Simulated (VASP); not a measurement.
Be3NbP:

```xyz
5
Lattice="3.6969 0.0000 0.0000 0.0000 3.6969 0.0000 0.0000 0.0000 3.6969" Properties=species:S:1:pos:R:3 pbc="T T T"
Be    0.0000    1.8484    1.8484
Be    1.8484    1.8484    0.0000
Be    1.8484    0.0000    1.8484
Nb    0.0000    0.0000    0.0000
P     1.8484    1.8484    1.8484
```

The cell was built from a structure type or drawn by symmetry, and may not be a known phase.

| Quantity | Value |
| --- | --- |
| Program | VASP 6.6.1 |
| Task | relaxation of cell and atoms |
| Functional | PBE |
| Potentials or basis | VASP PAW PBE potentials, release 64 (Be, Nb_sv, P) |
| Cutoff | 600 eV |
| k mesh | 6 × 6 × 6 |
| Occupations | gaussian, width 0.1 eV |
| Spin | no spin polarisation |

At the start: pressure 39.4 GPa; volume 10.10 Å³/atom.

How do energy, volume and symmetry change on relaxing?

Over 3 steps the energy falls by 282.1 meV/atom and the volume is 12.86 Å³/atom (+27.3 %); space group Pm-3m (No. 221, to 0.1 Å) before and after.

Step by step:
```
step  energy change (eV)  largest force (eV/Å)  pressure (GPa)  volume (Å³)
   1              0.0000                0.0000           39.41        50.52
   2             -1.2333                0.0000           -8.11        70.97
   3             -1.4107                0.0000            0.27        64.29
```

Final structure:
```
Be Nb P
1.0
     4.00612    0.00000    0.00000
     0.00000    4.00612    0.00000
     0.00000    0.00000    4.00612
Be Nb P
3 1 1
Direct
  0.00000 0.50000 0.50000
  0.50000 0.50000 0.00000
  0.50000 0.00000 0.50000
  0.00000 0.00000 0.00000
  0.50000 0.50000 0.50000
```

Caveat: the volume moved by over 15 % at a fixed basis, so the end points are rough.
